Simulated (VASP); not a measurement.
A run of VASP 6.6.1 is set up as follows.

Contents of POSCAR:

```
MgS
1.0
    0.1321770109      2.8498187785      2.8498187785
    2.8498187785      0.1321770109      2.8498187785
    2.8498187785      2.8498187785      0.1321770109
Mg S
1 1
Direct
    0.0044225808      0.0044225808      0.0044225808
    0.2455774192      0.2455774192      0.2455774192
```

File INCAR.step1:

```
ALGO = Normal
EDIFF = 1E-5
ENCUT = 520
GGA = PE
ISIF = 2
ISMEAR = 0
LASPH = True
LCHARG = False
LREAL = False
LWAVE = True
NBANDS = 11
NELM = 60
PREC = Accurate
SIGMA = 0.01
```

File INCAR.step2:

```
ALGO = Normal
EDIFF = 1E-6
ENCUT = 520
GGA = PE
HFSCREEN = 0.2079
ISIF = 2
ISMEAR = 0
ISTART = 1
LASPH = True
LCHARG = False
LHFCALC = True
LREAL = False
LWAVE = False
NBANDS = 11
NELM = 60
PREC = Accurate
PRECFOCK = Normal
SIGMA = 0.01
```

Contents of KPOINTS:

```
k-points
0
Gamma
  6 6 6
```

Potentials or basis: VASP PAW PBE potentials, release 64 (Mg, S).

Run with:

```bash
$ cat potpaw_PBE.64/Mg/POTCAR potpaw_PBE.64/S/POTCAR > POTCAR
$ cp INCAR.step1 INCAR
$ mpirun -np 1 vasp_std > vasp.out
$ cp INCAR.step2 INCAR
$ mpirun -np 1 vasp_std > vasp.out
```

**Question.** Predict the pressure.

**Answer.** 3.1 GPa.

**Question.** Predict the largest force.

**Answer.** 0.004 eV/Å.

**Question.** What does it give for the band gap on the k mesh?

**Answer.** 4.50 eV.

Stress tensor (GPa, compression positive):
```
 3.10 -1.61 -1.61
-1.61  3.10 -1.61
-1.61 -1.61  3.10
```

Caveat: the cell differs from its parent crystal (epitaxial 111 strain -4.0%); the cell stands under pressure; the structure was generated, so it needn't be the stable form of MgS; the PAW data sets were made with another functional, which shifts forces and pressure a little. A k mesh can miss the band edges.
